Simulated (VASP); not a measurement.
A run of VASP 6.6.1 is set up as follows.

INCAR

```
SYSTEM = Hf
ALGO     = Normal         ! electronic algorithm
EDIFF    = 1E-7           ! SCF threshold, eV
ENCUT    = 520            ! plane-wave cutoff, eV
GGA      = PS             ! functional
ISIF     = 2              ! what is computed and relaxed
ISMEAR   = -1             ! smearing method
IVDW     = 13             ! dispersion correction
LASPH    = .TRUE.         ! aspherical terms in the spheres
LCHARG   = .FALSE.        ! write CHGCAR
LREAL    = .FALSE.        ! projectors in reciprocal space
LWAVE    = .FALSE.        ! write WAVECAR
NBANDS   = 22             ! bands
NELM     = 100            ! most SCF steps
PREC     = Accurate       ! precision mode
SIGMA    = 0.05           ! smearing width, eV
```

Contents of KPOINTS:

```
k-points
0
G
  6 6 9
  0 0 0
```

The input POSCAR:

```
Hf
1.0
    4.9034976250      0.0000000000      0.0000000000
   -2.4517488125      4.2465535107      0.0000000000
    0.0000000000      0.0000000000      3.0589796223
Hf
3
Direct
    0.0000000000      0.0000000000      0.0000000000
    0.3333333333      0.6666666667      0.5000000000
    0.6666666667      0.3333333333      0.5000000000
```

Potentials or basis: VASP PAW PBE potentials, release 64 (Hf_pv).

The run is started by

```bash
$ cat potpaw_PBE.64/Hf_pv/POTCAR > POTCAR
$ mpirun -np 1 vasp_std > vasp.out
```

(1) Estimate the band gap on the k mesh.

(2) Predict the dispersion energy per atom.

## Answers

(1) zero (band 15 reaches 5.23 eV, above the bottom of band 16 at 4.35 eV).

(2) -0.129 eV.

Caveat: spin-orbit coupling is left out, which moves the levels of the heavy elements.
